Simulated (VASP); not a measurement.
# ZnSe: single point with PBE

Crystal: ZnSe.

```xyz
4
Lattice="4.0644 0.0000 0.0000 0.0000 4.0644 0.0000 0.0000 0.0000 5.6421" Properties=species:S:1:pos:R:3 pbc="T T T"
Zn    0.0000    0.0000    0.0000
Zn    2.0322    2.0322    0.0000
Se    0.0000    2.0322    1.7182
Se    2.0322    0.0000    3.9240
```

This cell differs from its parent crystal: strained and its atoms moved.

```yaml
Program: VASP 6.6.1
Task: single point
Functional: PBE
Potentials_or_basis: VASP PAW PBE potentials, release 64 (Zn, Se)
Cutoff: 520 eV
k_mesh: 8 × 8 × 6
Occupations: gaussian, width 0.02 eV
Spin: no spin polarisation
```

The pressure is -4.4 GPa. The largest force is 1.815 eV/Å and the band gap on the k mesh is 0.98 eV, direct.

Forces on the atoms (eV/Å):
```
Zn   0.000  0.000  0.000
Zn   0.000  0.000  0.000
Se   0.000  0.000 -1.815
Se   0.000  0.000  1.815
```

Stress tensor (GPa, compression positive):
```
-2.38  0.00  0.00
 0.00 -2.38  0.00
 0.00  0.00 -8.32
```

Levels at points of the mesh, in eV from the valence-band top:
```
           k point  band 16  band 17  band 18  band 19  band 20  band 21
(0.00, 0.00, 0.00)    -0.88     0.00     0.00     0.98     1.94     3.18
(0.50, 0.00, 0.00)    -2.62    -0.89    -0.89     3.37     3.37     4.48
(0.50, 0.50, 0.00)    -2.44    -1.90    -1.90     1.86     1.86     2.12
(0.00, 0.00, 0.50)    -1.56    -1.02    -1.02     2.22     3.24     3.41
(0.50, 0.00, 0.50)    -0.94    -0.81    -0.81     1.61     1.61     5.40
(0.50, 0.50, 0.50)    -3.25    -2.95    -2.95     3.88     3.88     4.04
```

Wall time 2.1 min on 1 thread of AMD EPYC 7R43 64-Core Processor (Zen 3), with other jobs on the host, peak memory 0.23 GiB.

Caveat: the cell differs from its parent crystal (strained and its atoms moved); forces of over 1 eV/Å act on the atoms, so gaps and moduli don't describe the material at rest. A k mesh can miss the band edges.
